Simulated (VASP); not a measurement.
A run of VASP 6.6.1 is set up as follows.

INCAR

```
SYSTEM = NiO
PREC = Accurate
ENCUT = 520
EDIFF = 1E-6
ISMEAR = 0
SIGMA = 0.05
LREAL = .False.
LASPH = .True.
NELM = 150
ALGO = Normal
ISIF = 2
LWAVE = .False.
LCHARG = .False.
ISPIN = 2
MAGMOM = 1.9 0
LORBIT = 11
LMAXMIX = 4
LDAU = .True.
LDAUTYPE = 2
LDAUL = 2 -1
LDAUU = 7.2 0
LDAUJ = 0 0
LDAUPRINT = 1
GGA = PS
NBANDS = 19
```

The input KPOINTS:

```
Automatic mesh
0
Gamma
  10 10 10
  0 0 0
```

Contents of POSCAR:

```
NiO
1.0
    0.0000000000      2.0913095126      2.0913095126
    2.0913095126      0.0000000000      2.0913095126
    2.0913095126      2.0913095126      0.0000000000
Ni O
1 1
Direct
    0.0000000000      0.0000000000      0.0000000000
    0.5000000000      0.5000000000      0.5000000000
```

Potentials or basis: VASP PAW PBE potentials, release 64 (Ni, O).

Run with:

```bash
$ cat potpaw_PBE.64/Ni/POTCAR potpaw_PBE.64/O/POTCAR > POTCAR
$ mpirun -np 1 vasp_std > vasp.out
```

What does it give for the pressure?

-9.6 GPa.

Estimate the net moment.

2.00 μB per cell.

Eigenvalues of the final occupation matrices:
```csv
site,spin,trace,eigenvalues
site 1 d,1,5.05,0.99 0.99 0.99 1.04 1.04
site 1 d,2,3.22,0.13 0.13 0.99 0.99 0.99
```

Caveat: the PAW data sets were made with another functional, which shifts forces and pressure a little; a cell with one magnetic atom can't hold antiferromagnetic order, which such compounds often take. The state reached can hang on the start; a lower one may exist.
